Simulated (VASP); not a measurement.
# LiCl (Fm-3m) in VASP: single point with PBE

Aim: the single point of LiCl with PBE.

All numbers are computed with VASP 6.6.1; they aren't measurements. Logs are shortened: lines on timing, memory, paths and dates and some standing lists are left out, and cuts for length are marked.

## (1) The cell of the first run

It takes space group Fm-3m (No. 225, cubic). Conventional cell: a = 5.130 Å, b = 5.130 Å, c = 5.130 Å, α = 90.00°, β = 90.00°, γ = 90.00°. Within 3.4 Å of Li (site symmetry m-3m) lie 6 Cl at 2.56 Å. Within 3.4 Å of Cl (site symmetry m-3m) lie 6 Li at 2.56 Å.

## (2) Single point, PBE

File INCAR:

```
SYSTEM = LiCl
ALGO     = Normal         ! electronic algorithm
EDIFF    = 1E-6           ! SCF threshold, eV
ENCUT    = 750            ! plane-wave cutoff, eV
GGA      = PE             ! functional
GGA_COMPAT= .False.      
ISIF     = 2              ! what is computed and relaxed
ISMEAR   = 0              ! smearing method
LASPH    = .True.         ! aspherical terms in the spheres
LCHARG   = .True.         ! write CHGCAR
LELF     = .True.         ! ELF
LREAL    = .False.        ! projectors in reciprocal space
LVHAR    = .True.       
LWAVE    = .False.        ! write WAVECAR
NBANDS   = 12             ! bands
NELM     = 120            ! most SCF steps
PREC     = Accurate       ! precision mode
SIGMA    = 0.01           ! smearing width, eV
```

File KPOINTS:

```
k-points
0
Gamma
  3 3 3
  0 0 0
```

File POSCAR:

```
LiCl
1.0
    0.0000000000      2.5647700000      2.5647700000
    2.5647700000      0.0000000000      2.5647700000
    2.5647700000      2.5647700000      0.0000000000
Li Cl
1 1
Direct
    0.0000000000      0.0000000000      0.0000000000
    0.5000000000      0.5000000000      0.5000000000
```

Potentials or basis: VASP PAW PBE potentials, release 64 (Li_sv, Cl).

Started as:

```console
$ cat potpaw_PBE.64/Li_sv/POTCAR potpaw_PBE.64/Cl/POTCAR > POTCAR
$ mpirun -np 1 vasp_std > vasp.out
```

OUTCAR:

```text
SYSTEM = LiCl
   EDIFF = 1E-6
   ENCUT = 750
   GGA = PE
   ISIF = 2
   ISMEAR = 0
   LASPH = .True.
   LREAL = .False.
   NELM = 120
   PREC = Accurate

 ion  position               nearest neighbor table
   1  0.000  0.000  0.000-   2 2.56   2 2.56   2 2.56   2 2.56   2 2.56   2 2.56
   2  0.500  0.500  0.500-   1 2.56   1 2.56   1 2.56   1 2.56   1 2.56   1 2.56

  LATTYP: Found a face centered cubic cell.
 ALAT       =     5.1295400000

  Lattice vectors:

 A1 = (   0.0000000000,   2.5647700000,   2.5647700000)
 A2 = (   2.5647700000,   0.0000000000,   2.5647700000)
 A3 = (   2.5647700000,   2.5647700000,   0.0000000000)

Analysis of symmetry for initial positions (statically):
=====================================================================
 Subroutine PRICEL returns:
 Original cell was already a primitive cell.

 Routine SETGRP: Setting up the symmetry group for a
 face centered cubic supercell.

 Subroutine GETGRP returns: Found 48 space group operations
 (whereof 48 operations were pure point group operations)
 out of a pool of 48 trial point group operations.

The static configuration has the point symmetry O_h .

Analysis of symmetry for dynamics (positions and initial velocities):
=====================================================================
 Subroutine PRICEL returns:
 Original cell was already a primitive cell.

 Routine SETGRP: Setting up the symmetry group for a
 face centered cubic supercell.

 Subroutine GETGRP returns: Found 48 space group operations
 (whereof 48 operations were pure point group operations)
 out of a pool of 48 trial point group operations.

The dynamic configuration has the point symmetry O_h .

 Subroutine INISYM returns: Found 48 space group operations
 (whereof 48 operations are pure point group operations),
 and found     1 'primitive' translations

----------------------------------------------------------------------------------------

                                     Primitive cell

  volume of cell :      33.7423

  direct lattice vectors                    reciprocal lattice vectors
     0.000000000  2.564770000  2.564770000    -0.194949255  0.194949255  0.194949255
     2.564770000  0.000000000  2.564770000     0.194949255 -0.194949255  0.194949255
     2.564770000  2.564770000  0.000000000     0.194949255  0.194949255 -0.194949255

  length of vectors
     3.627132518  3.627132518  3.627132518     0.337662014  0.337662014  0.337662014

  position of ions in fractional coordinates (direct lattice)
     0.000000000  0.000000000  0.000000000
     0.500000000  0.500000000  0.500000000

  ion indices of the primitive-cell ions
   primitive index   ion index
                 1           1
                 2           2

----------------------------------------------------------------------------------------

 KPOINTS: k-points

Automatic generation of k-mesh.
 Grid dimensions read from file:
 generate k-points for:    3    3    3

 Generating k-lattice:

  Cartesian coordinates                     Fractional coordinates (reciprocal lattice)
    -0.064983085  0.064983085  0.064983085     0.333333333  0.000000000  0.000000000
     0.064983085 -0.064983085  0.064983085     0.000000000  0.333333333  0.000000000
     0.064983085  0.064983085 -0.064983085     0.000000000  0.000000000  0.333333333

  Length of vectors
     0.112554005  0.112554005  0.112554005

  Shift w.r.t. Gamma in fractional coordinates (k-lattice)
     0.000000000  0.000000000  0.000000000

 Subroutine IBZKPT returns following result:
 ===========================================

 Found      4 irreducible k-points:

 Following reciprocal coordinates:
            Coordinates               Weight
  0.000000  0.000000  0.000000      1.000000
  0.333333  0.000000  0.000000      8.000000
  0.333333  0.333333  0.000000      6.000000
 -0.333333  0.333333  0.000000     12.000000
   k-points           NKPTS =      4   k-points in BZ     NKDIM =      4   number of bands    NBANDS=     12
   number of dos      NEDOS =    301   number of ions     NIONS =      2
   total plane-waves  NPLWV =  32768
   dimension x,y,z NGX =    32 NGY =   32 NGZ =   32
   dimension x,y,z NGXF=    64 NGYF=   64 NGZF=   64
   ions per type =               1   1
   NGX,Y,Z   is equivalent  to a cutoff of  14.67, 14.67, 14.67 a.u.
   NGXF,Y,Z  is equivalent  to a cutoff of  29.33, 29.33, 29.33 a.u.
 SYSTEM =  LiCl
   PREC   = accura    normal or accurate (medium, high low for compatibility)
   ISTART =      0    job   : 0-new  1-cont  2-samecut
   ICHARG =      2    charge: 1-file 2-atom 10-const
   ISPIN  =      1    spin polarized calculation?
   LNONCOLLINEAR =      F non collinear calculations
   LSORBIT =      F    spin-orbit coupling
   LASPH  =      T    aspherical Exc in radial PAW
   ENCUT  =  750.0 eV  55.12 Ry    7.42 a.u.   8.10  8.10  8.10*2*pi/ulx,y,z
   NELM   =    120;   NELMIN=  2; NELMDL= -5     # of ELM steps
   EDIFF  = 0.1E-05   stopping-criterion for ELM
   LREAL  =      F    real-space projection
   EDIFFG = 0.1E-04   stopping-criterion for IOM
   NSW    =      0    number of steps for IOM
   IBRION =     -1    ionic relax: 0-MD 1-quasi-New 2-CG
   NFREE  =      0    steps in history (QN), initial steepest desc. (CG)
   ISIF   =      2    stress and relaxation
   ISYM   =      2    0-nonsym 1-usesym 2-fastsym
   POTIM  = 0.5000    time-step for ionic-motion
   TEBEG  =    0.0;   TEEND  =   0.0 temperature during run
   PSTRESS=    0.0 pullay stress
   NELECT =      10.0000    total number of electrons
   NUPDOWN=      -1.0000    fix difference up-down
   EMIN   =  10.00;   EMAX   =-10.00  energy-range for DOS
   EFERMI =   0.00;   METHOD = LEGACY
   ISMEAR =     0;   SIGMA  =   0.01  broadening in eV -4-tet -1-fermi 0-gaus
   EFERMI_NEDOS =   21; number of points for ismear=-14 and -15
   IALGO  =     38    algorithm
   IMIX   =      4    mixing-type and parameters
     AMIX     =   0.40;   BMIX     =  1.00
     AMIX_MAG =   1.60;   BMIX_MAG =  1.00
  volume/ion in A,a.u.               =      16.87       113.85
  Fermi-wavevector in a.u.,A,eV,Ry     =   1.091482  2.062601 16.209056  1.191332
  Thomas-Fermi vector in A             =   2.227728
   LORBIT       =      0    0 simple, 1 ext, 2 COOP (PROOUT), +10 PAW based schemes
   GGA     = PE    functional components
   LHFCALC =     F    Hartree Fock is set to
   AEXX    =    0.0000 exact exchange contribution
   IVDW    =     0    specifies the selected vdW correction
   LEPSILON=     F    determine dielectric tensor
   LRPA    =     F    only Hartree local field effects (RPA)
 non-spin polarized calculation
 Gauss-broadening in eV      SIGMA  =   0.01
  energy-cutoff  :      750.00
  volume of cell :       33.74
 maximum number of plane-waves:      1591
   NGX = 17   NGY = 17   NGZ = 17

 number of electron      10.0000002 magnetization

 Free energy of the ion-electron system (eV)
  ---------------------------------------------------
  ext. energy  EPLUGINS =         0.00000000
  ---------------------------------------------------
  free energy    TOTEN  =        -7.33095550 eV

  energy without entropy =       -7.33095550  energy(sigma->0) =       -7.33095550

 E-fermi :   0.6946     XC(G=0):  -8.7161

 val. band max:        0.6159909800   @ k =   0.0000   0.0000   0.0000
 cond. band min:       6.9350531490   @ k =   0.0000   0.0000   0.0000
 fundamental gap:      6.3190621689
 Fermi energy:         0.6946174035

 k-point     1 :       0.0000    0.0000    0.0000
  band No.  band energies     occupation
      1     -42.9590      2.00000
      2     -12.7777      2.00000
      3       0.6160      2.00000
      4       0.6160      2.00000
      5       0.6160      2.00000
      6       6.9351      0.00000
      7      12.5353      0.00000
      8      12.5353      0.00000
      9      12.5353      0.00000
     10      15.1138      0.00000
     11      15.1138      0.00000
     12      15.2157      0.00000

 k-point     2 :       0.3333    0.0000    0.0000
  band No.  band energies     occupation
      1     -42.9570      2.00000
      2     -12.3620      2.00000
      3      -1.6124      2.00000
      4       0.4188      2.00000
      5       0.4188      2.00000
      6       7.6621      0.00000
      7      10.6321      0.00000
      8      10.6321      0.00000
      9      12.3211      0.00000
     10      15.6809      0.00000
     11      15.6809      0.00000
     12      16.5707      0.00000

 k-point     3 :       0.3333    0.3333    0.0000
  band No.  band energies     occupation
      1     -42.9563      2.00000
      2     -12.1957      2.00000
      3      -1.5934      2.00000
      4      -0.2398      2.00000
      5      -0.2398      2.00000
      6       8.9733      0.00000
      7       9.4598      0.00000
      8      11.1689      0.00000
      9      13.7429      0.00000
     10      13.7429      0.00000
     11      16.8243      0.00000
     12      19.4182      0.00000

 k-point     4 :      -0.3333    0.3333    0.0000
  band No.  band energies     occupation
      1     -42.9557      2.00000
      2     -12.0306      2.00000
      3      -1.5708      2.00000
      4      -1.4203      2.00000
      5      -0.0325      2.00000
      6       8.7323      0.00000
      7      11.1845      0.00000
      8      11.5564      0.00000
      9      11.6012      0.00000
     10      15.1247      0.00000
     11      16.6888      0.00000
     12      19.0027      0.00000

------------------------ aborting loop because EDIFF is reached ----------------------------------------

  FORCE on cell =-STRESS in cart. coord.  units (eV):
  Direction    XX          YY          ZZ          XY          YZ          ZX
  --------------------------------------------------------------------------------------
  -------------------------------------------------------------------------------------
  Total        0.2153836      0.2153836      0.2153836     -0.0000000     -0.0000000      0.0000000
  in kB       10.2269938     10.2269938     10.2269938     -0.0000000     -0.0000000      0.0000000
  external PRESSURE =      10.2269938 kB  Pullay stress =       0.0000000 kB

 VOLUME and BASIS-vectors are now :
 -----------------------------------------------------------------------------
  energy-cutoff  :      750.00
  volume of cell :       33.74
      direct lattice vectors                 reciprocal lattice vectors
     0.000000000  2.564770000  2.564770000    -0.194949255  0.194949255  0.194949255
     2.564770000  0.000000000  2.564770000     0.194949255 -0.194949255  0.194949255
     2.564770000  2.564770000  0.000000000     0.194949255  0.194949255 -0.194949255

 POSITION                                       TOTAL-FORCE (eV/Angst)
 -----------------------------------------------------------------------------------
      0.00000      0.00000      0.00000         0.000000     -0.000000      0.000000
      2.56477      2.56477      2.56477        -0.000000      0.000000     -0.000000
 -----------------------------------------------------------------------------------
    total drift:                               -0.000000     -0.000000      0.000000

  FREE ENERGIE OF THE ION-ELECTRON SYSTEM (eV)
  ---------------------------------------------------
  free  energy   TOTEN  =        -7.3309555039 eV

  energy  without entropy=       -7.3309555039  energy(sigma->0) =       -7.33095550
```

Run time: 5.6 s. Hardware: 1 thread of Intel Xeon Platinum 8375C at 2.90GHz (Ice Lake), shared host; peak memory 0.16 GiB.

Results:

| Property | Result |
| --- | --- |
| Free energy | -7.3310 eV |
| Pressure | 1.0 GPa |
| Band gap on the k mesh | 6.32 eV |

Caveat: the k points lie up to 0.71 Å⁻¹ apart.
